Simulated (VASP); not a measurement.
# ZrSi2 (P6/mmm) in VASP: a series of runs, part 2 of 3

VASP 6.6.1.

**3. Single point, r2SCAN**

This run uses another cell than the first one, of 16.58 Å³/atom, 1.024 times its volume.

POSCAR reads:

```
ZrSi2
1.0
    3.9964608194      0.0000000000      0.0000000000
   -1.9982304097      3.4610365948      0.0000000000
    0.0000000000      0.0000000000      3.5963411479
Zr Si
1 2
Direct
    0.0000000000      0.0000000000      0.0000000000
    0.3333333333      0.6666666667      0.5000000000
    0.6666666667      0.3333333333      0.5000000000
```

INCAR.step1 reads:

```
SYSTEM = ZrSi2
  PREC = Accurate
  ENCUT = 520
  ISMEAR = 0
  SIGMA = 0.1
  LREAL = .False.
  LASPH = .True.
  NELM = 60
  NBANDS = 17
  GGA = PE
  ALGO = Normal
  EDIFF = 1E-4
  LWAVE = .True.
  LCHARG = .False.
```

INCAR.step2 reads:

```
SYSTEM = ZrSi2
  PREC = Accurate
  ENCUT = 520
  EDIFF = 1E-6
  ISMEAR = 0
  SIGMA = 0.1
  LREAL = .False.
  LASPH = .True.
  NELM = 60
  ALGO = Normal
  ISIF = 2
  LWAVE = .False.
  LCHARG = .False.
  METAGGA = R2SCAN
  LMIXTAU = .True.
  NBANDS = 17
  ISTART = 1
```

KPOINTS reads:

```
regular mesh
0
Gamma
  6 6 4
  0 0 0
```

Potentials or basis: VASP PAW PBE potentials, release 64 (Zr_sv, Si).

The run is started by

```
> cat potpaw_PBE.64/Zr_sv/POTCAR potpaw_PBE.64/Si/POTCAR > POTCAR
> cp INCAR.step1 INCAR
> mpirun -np 1 vasp_std > vasp.out
> cp INCAR.step2 INCAR
> mpirun -np 1 vasp_std > vasp.out
```

It took 58 s on 1 thread of Intel Xeon Platinum 8559C (Emerald Rapids), shared host; peak memory 0.17 GiB.

It converged, with:

```
Free energy            : -41.1422 eV
Pressure               : -0.1 GPa
Band gap on the k mesh : zero (band 10 reaches 11.34 eV, above the bottom of band 11 at 9.81 eV)
```

Stress tensor (GPa, compression positive):
```
-0.37  0.00  0.00
 0.00 -0.37  0.00
 0.00  0.00  0.40
```

Levels at points of the mesh, in eV from the Fermi level:
```tsv
k point	band 8	band 9	band 10	band 11	band 12	band 13
(0.00, 0.00, 0.00)	-2.51	-2.02	-1.41	0.54	0.54	1.24
(0.50, 0.00, 0.00)	-3.87	-2.79	0.48	1.20	1.46	1.71
(0.00, 0.00, 0.50)	-2.95	-2.62	-2.62	-0.84	-0.84	0.67
(0.50, 0.00, 0.50)	-4.67	-4.49	-0.49	1.89	2.46	3.27
```

Caveat: the k points lie up to 0.44 Å⁻¹ apart; the PAW data sets were made with another functional, which shifts forces and pressure a little.

**4. Single point, r2SCAN**

This run uses another cell than the first one, of 16.57 Å³/atom, 1.023 times its volume.

POSCAR reads:

```
ZrSi2
1.0
    4.0007855012      0.0000000000      0.0000000000
   -2.0003927506      3.4647818791      0.0000000000
    0.0000000000      0.0000000000      3.5866803652
Zr Si
1 2
Direct
    0.0000000000      0.0000000000      0.0000000000
    0.3333333333      0.6666666667      0.5000000000
    0.6666666667      0.3333333333      0.5000000000
```

INCAR.step1 reads:

```
SYSTEM = ZrSi2
  PREC = Accurate
  ENCUT = 520
  ISMEAR = 0
  SIGMA = 0.1
  LREAL = .FALSE.
  LASPH = .TRUE.
  NELM = 100
  NBANDS = 17
  GGA = PE
  ALGO = Normal
  EDIFF = 1E-4
  LWAVE = .TRUE.
  LCHARG = .FALSE.
```

INCAR.step2 reads:

```
SYSTEM = ZrSi2
  PREC = Accurate
  ENCUT = 520
  EDIFF = 1E-7
  ISMEAR = 0
  SIGMA = 0.1
  LREAL = .FALSE.
  LASPH = .TRUE.
  NELM = 100
  ALGO = Normal
  ISIF = 2
  LWAVE = .FALSE.
  LCHARG = .TRUE.
  METAGGA = R2SCAN
  LMIXTAU = .TRUE.
  LELF = .TRUE.
  LVHAR = .TRUE.
  NBANDS = 17
  ISTART = 1
```

KPOINTS reads:

```
Automatic mesh
0
G
  6 6 6
  0 0 0
```

Potentials or basis: VASP PAW PBE potentials, release 64 (Zr_sv, Si).

The run is started by

```
> cat potpaw_PBE.64/Zr_sv/POTCAR potpaw_PBE.64/Si/POTCAR > POTCAR
> cp INCAR.step1 INCAR
> mpirun -np 1 vasp_std > vasp.out
> cp INCAR.step2 INCAR
> mpirun -np 1 vasp_std > vasp.out
```

OUTCAR:

```text
SYSTEM = ZrSi2
   PREC = Accurate
   ENCUT = 520
   EDIFF = 1E-7
   ISMEAR = 0
   LREAL = .FALSE.
   LASPH = .TRUE.
   NELM = 100
   ISIF = 2
   METAGGA = R2SCAN
   ISTART = 1

 ion  position               nearest neighbor table
   1  0.000  0.000  0.000-   2 2.92   3 2.92   2 2.92   3 2.92   2 2.92   2 2.92   3 2.92   3 2.92
                             3 2.92   3 2.92   2 2.92   2 2.92
   2  0.333  0.667  0.500-   3 2.31   3 2.31   3 2.31   1 2.92   1 2.92   1 2.92   1 2.92   1 2.92
                             1 2.92
   3  0.667  0.333  0.500-   2 2.31   2 2.31   2 2.31   1 2.92   1 2.92   1 2.92   1 2.92   1 2.92
                             1 2.92

  LATTYP: Found a hexagonal cell.
 ALAT       =     4.0007855012
 C/A-ratio  =     0.8964940420

  Lattice vectors:

 A1 = (   4.0007855012,   0.0000000000,   0.0000000000)
 A2 = (  -2.0003927506,   3.4647818791,   0.0000000000)
 A3 = (   0.0000000000,   0.0000000000,   3.5866803652)

Analysis of symmetry for initial positions (statically):
=====================================================================
 Subroutine PRICEL returns:
 Original cell was already a primitive cell.

 Routine SETGRP: Setting up the symmetry group for a
 hexagonal supercell.

 Subroutine GETGRP returns: Found 24 space group operations
 (whereof 24 operations were pure point group operations)
 out of a pool of 24 trial point group operations.

The static configuration has the point symmetry D_6h.

Analysis of symmetry for dynamics (positions and initial velocities):
=====================================================================
 Subroutine PRICEL returns:
 Original cell was already a primitive cell.

 Routine SETGRP: Setting up the symmetry group for a
 hexagonal supercell.

 Subroutine GETGRP returns: Found 24 space group operations
 (whereof 24 operations were pure point group operations)
 out of a pool of 24 trial point group operations.

[... 115 lines left out ...]
   EMIN   =  10.00;   EMAX   =-10.00  energy-range for DOS
   EFERMI =   0.00;   METHOD = LEGACY
   ISMEAR =     0;   SIGMA  =   0.10  broadening in eV -4-tet -1-fermi 0-gaus
   EFERMI_NEDOS =   21; number of points for ismear=-14 and -15
   IALGO  =     38    algorithm
   IMIX   =      4    mixing-type and parameters
     AMIX     =   0.40;   BMIX     =  1.00
     AMIX_MAG =   1.60;   BMIX_MAG =  1.00
  volume/ion in A,a.u.               =      16.57       111.84
  Fermi-wavevector in a.u.,A,eV,Ry     =   1.208501  2.283735 19.870952  1.460474
  Thomas-Fermi vector in A             =   2.344106
   LORBIT       =      0    0 simple, 1 ext, 2 COOP (PROOUT), +10 PAW based schemes
   METAGGA = R2SCAN    functional components
   LHFCALC =     F    Hartree Fock is set to
   AEXX    =    0.0000 exact exchange contribution
   IVDW    =     0    specifies the selected vdW correction
   LEPSILON=     F    determine dielectric tensor
   LRPA    =     F    only Hartree local field effects (RPA)
 non-spin polarized calculation
 Gauss-broadening in eV      SIGMA  =   0.10
  energy-cutoff  :      520.00
  volume of cell :       49.72
 maximum number of plane-waves:      1360
 NGX is ok and might be reduce to    30
   NGX = 15   NGY = 15   NGZ = 13

 number of electron      19.9999999 magnetization

 Free energy of the ion-electron system (eV)
  ---------------------------------------------------
  ext. energy  EPLUGINS =         0.00000000
  ---------------------------------------------------
  free energy    TOTEN  =       -41.13031086 eV

  energy without entropy =      -41.11321498  energy(sigma->0) =      -41.12176292

 E-fermi :  10.7072     XC(G=0): -12.0438

 val. band max:       10.6940264813   @ k =   0.1667   0.1667   0.3333
 cond. band min:      10.7115389456   @ k =   0.3333   0.1667   0.3333
 fundamental gap:      0.0175124643
 Fermi energy:        10.7072121101

 k-point     1 :       0.0000    0.0000    0.0000
  band No.  band energies     occupation
      1     -40.6116      2.00000
      2     -17.9741      2.00000
      3     -17.9741      2.00000
      4     -17.8691      2.00000
      5      -3.0575      2.00000
      6       6.0302      2.00000
[... 457 lines left out ...]
      4     -17.9671      2.00000
      5      -0.7424      2.00000
      6       3.2616      2.00000
[... 9 lines left out ...]
     16      15.8818      0.00000
     17      16.6531      0.00000

 [... further k-points ...]
[... 5 lines left out ...]
  --------------------------------------------------------------------------------------
  -------------------------------------------------------------------------------------
  Total        0.0311679      0.0311679      0.0378392      0.0000000      0.0000000      0.0000000
  in kB        1.0043942      1.0043942      1.2193795      0.0000000      0.0000000      0.0000000
  external PRESSURE =       1.0760560 kB  Pullay stress =       0.0000000 kB

 VOLUME and BASIS-vectors are now :
 -----------------------------------------------------------------------------
  energy-cutoff  :      520.00
  volume of cell :       49.72
      direct lattice vectors                 reciprocal lattice vectors
     4.000785501  0.000000000  0.000000000     0.249950916  0.144309229  0.000000000
    -2.000392751  3.464781879  0.000000000     0.000000000  0.288618457  0.000000000
     0.000000000  0.000000000  3.586680365     0.000000000  0.000000000  0.278809344

 POSITION                                       TOTAL-FORCE (eV/Angst)
 -----------------------------------------------------------------------------------
      0.00000      0.00000      0.00000        -0.000000      0.000000      0.000000
     -0.00000      2.30985      1.79334        -0.000000      0.000000      0.000000
      2.00039      1.15493      1.79334         0.000000      0.000000      0.000000
 -----------------------------------------------------------------------------------
    total drift:                                0.000000     -0.000000      0.000000

  FREE ENERGIE OF THE ION-ELECTRON SYSTEM (eV)
  ---------------------------------------------------
  free  energy   TOTEN  =       -41.1303108622 eV

  energy  without entropy=      -41.1132149763  energy(sigma->0) =      -41.12176292
```

OUTCAR.step1:

```text
SYSTEM = ZrSi2
   PREC = Accurate
   ENCUT = 520
   ISMEAR = 0
   LREAL = .FALSE.
   LASPH = .TRUE.
[... 709 lines left out ...]
      0.00000      0.00000      0.00000         0.000000      0.000000      0.000000
     -0.00000      2.30985      1.79334         0.000000     -0.000000      0.000000
      2.00039      1.15493      1.79334        -0.000000      0.000000      0.000000
 -----------------------------------------------------------------------------------
    total drift:                                0.000000     -0.000000      0.000000

  FREE ENERGIE OF THE ION-ELECTRON SYSTEM (eV)
  ---------------------------------------------------
  free  energy   TOTEN  =       -20.2336273076 eV

  energy  without entropy=      -20.2163254079  energy(sigma->0) =      -20.22497636
```

OSZICAR.step1:

```text
N       E                     dE             d eps       ncg     rms          rms(c)
DAV:   1     0.107116511797E+03    0.10712E+03   -0.10057E+04   952   0.111E+03
DAV:   2    -0.166922309986E+02   -0.12381E+03   -0.12095E+03  1191   0.260E+02
DAV:   3    -0.216796262095E+02   -0.49874E+01   -0.49489E+01  1532   0.434E+01
DAV:   4    -0.218069584375E+02   -0.12733E+00   -0.12722E+00  1219   0.611E+00
DAV:   5    -0.218092354670E+02   -0.22770E-02   -0.22768E-02  1453   0.771E-01    0.143E+01
DAV:   6    -0.202558714691E+02    0.15534E+01   -0.51058E+00  1082   0.119E+01    0.559E+00
DAV:   7    -0.202437484043E+02    0.12123E-01   -0.24384E-01  1304   0.283E+00    0.260E+00
DAV:   8    -0.202347683999E+02    0.89800E-02   -0.32742E-02  1125   0.105E+00    0.338E-01
DAV:   9    -0.202339219819E+02    0.84642E-03   -0.10992E-02  1215   0.536E-01    0.188E-01
DAV:  10    -0.202336249841E+02    0.29700E-03   -0.20893E-03  1087   0.285E-01    0.584E-02
DAV:  11    -0.202336273076E+02   -0.23236E-05   -0.70463E-05   641   0.689E-02
   1 F= -.20233627E+02 E0= -.20224976E+02  d E =-.173019E-01
```

It took 1.7 min on 1 thread of Intel Xeon Platinum 8559C (Emerald Rapids), shared host; peak memory 0.18 GiB.

Results:

```
Free energy            : -41.1303 eV
Pressure               : 0.1 GPa
Band gap on the k mesh : zero (band 10 reaches 11.60 eV, above the bottom of band 11 at 9.62 eV)
```

Caveat: the PAW data sets were made with another functional, which shifts forces and pressure a little.

**5. Relaxation of cell and atoms, r2SCAN**

POSCAR reads:

```
ZrSi2
1.0
    3.7316759159      0.0000000000      0.0000000000
   -1.8658379580      3.2317261419      0.0000000000
    0.0000000000      0.0000000000      4.0292181817
Zr Si
1 2
Direct
    0.0000000000      0.0000000000      0.0000000000
    0.3333333333      0.6666666667      0.5000000000
    0.6666666667      0.3333333333      0.5000000000
```

INCAR.step1 reads:

```
PREC = Accurate ; ENCUT = 600
ISMEAR = 0 ; SIGMA = 0.1
LREAL = F ; LASPH = T
NELM = 100 ; GGA = PE
ALGO = Normal ; EDIFF = 1E-4
LWAVE = T ; LCHARG = F
```

INCAR.step2 reads:

```
PREC = Accurate ; ENCUT = 600
EDIFF = 1E-6 ; ISMEAR = 0
SIGMA = 0.1 ; LREAL = F
LASPH = T ; NELM = 100
ALGO = Normal ; ISIF = 3
LWAVE = F ; LCHARG = F
METAGGA = R2SCAN ; LMIXTAU = T
IBRION = 2 ; NSW = 90
EDIFFG = -0.04 ; ISTART = 1
```

KPOINTS reads:

```
regular mesh
0
Gamma
  6 6 4
```

The run is started by

```
> cat potpaw_PBE.64/Zr_sv/POTCAR potpaw_PBE.64/Si/POTCAR > POTCAR
> cp INCAR.step1 INCAR
> mpirun -np 1 vasp_std > vasp.out
> cp INCAR.step2 INCAR
> mpirun -np 1 vasp_std > vasp.out
```

It took 5.8 min on 1 thread of Intel Xeon Platinum 8559C (Emerald Rapids), shared host; peak memory 0.19 GiB.

It converged, with:

| Item | Value |
| --- | --- |
| Free energy | -41.1405 eV |
| Relaxed volume | 16.57 Å³/atom |
| Relaxed cell | a = 3.991 Å, b = 3.991 Å, c = 3.603 Å, α = 90.00°, β = 90.00°, γ = 120.00° |
| Space group after relaxing (to 0.05 Å) | P6/mmm (No. 191) |
| Energy gained by relaxing | 209.2 meV/atom |
| Ionic steps | 8 |
| Pressure after relaxing | 0.1 GPa |
| Band gap on the k mesh | zero (band 10 reaches 11.36 eV, above the bottom of band 11 at 9.82 eV) |

Step by step:
| step | energy change (eV) | largest force (eV/Å) | pressure (GPa) | volume (Å³) |
| --- | --- | --- | --- | --- |
| 1 | 0.0000 | 0.0000 | 9.61 | 48.59 |
| 2 | -0.4260 | 0.0000 | -10.23 | 55.29 |
| 3 | -0.4874 | 0.0000 | -6.79 | 53.35 |
| 4 | -0.6241 | 0.0000 | 0.25 | 49.55 |
| 5 | -0.6267 | 0.0000 | -0.68 | 49.97 |
| 6 | -0.6267 | 0.0000 | -0.53 | 49.90 |
| 7 | -0.6272 | 0.0000 | 0.40 | 49.59 |
| 8 | -0.6275 | 0.0000 | 0.06 | 49.71 |

Final structure:
```
Zr Si
1.0
     3.99146    0.00000    0.00000
    -1.99573    3.45670    0.00000
     0.00000    0.00000    3.60262
Zr Si
1 2
Direct
  0.00000 0.00000 0.00000
  0.33333 0.66667 0.50000
  0.66667 0.33333 0.50000
```

Levels at points of the mesh, in eV from the Fermi level:
```
           k point  band 6  band 7  band 8  band 9  band 10  band 11  band 12  band 13  band 14
(0.00, 0.00, 0.00)   -4.61   -4.61   -2.52   -2.06    -1.39     0.54     0.54     1.23     1.23
(0.50, 0.00, 0.00)  -10.11   -4.80   -3.87   -2.83     0.46     1.21     1.42     1.72     3.19
(0.00, 0.00, 0.50)   -7.51   -2.96   -2.96   -2.62    -2.62    -0.85    -0.85     0.68     2.99
(0.50, 0.00, 0.50)   -8.49   -5.64   -4.68   -4.50    -0.50     1.90     2.47     3.27     3.44
```

Caveat: the k points lie up to 0.44 Å⁻¹ apart in the final cell; the PAW data sets were made with another functional, which shifts forces and pressure a little.

[end of part 2 of 3]
